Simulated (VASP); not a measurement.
As, 1 atom in the cell. The structure is cubic, space group Im-3m (No. 229). The conventional cell has a = 3.320 Å, b = 3.320 Å, c = 3.320 Å, α = 90.00°, β = 90.00°, γ = 90.00°. Within 3.8 Å of As (site symmetry m-3m) lie 14 As at 2.88 to 3.32 Å. 

* Program: VASP 6.6.1
* Task: relaxation of cell and atoms
* Functional: LDA
* Potentials or basis: VASP PAW LDA potentials, release 64 (As)
* Cutoff: 600 eV
* k mesh: 13 × 13 × 13
* Occupations: fermi-dirac, width 0.1 eV
* Spin: no spin polarisation
* Dipole correction: no
* Further INCAR settings: ALGO = Normal; EDIFF = 1e-06; IBRION = 2; EDIFFG = -0.01; NSW = 80; ISIF = 3

Potentials or basis: VASP PAW LDA potentials, release 64 (As).

Command:

```console
$ cat potpaw_LDA.64/As/POTCAR > POTCAR
$ mpirun -np 1 vasp_std > vasp.out
```

Hardware: 1 thread of AMD EPYC 7R43 64-Core Processor (Zen 3), with other jobs on the host.

Problem. Estimate the wall time of this run.

Solution. Run time: 24 s on 1 thread of AMD EPYC 7R43 64-Core Processor (Zen 3) (shared host), peak memory 0.11 GiB. Counts: scf iterations 19, k points 84, ion steps 3.
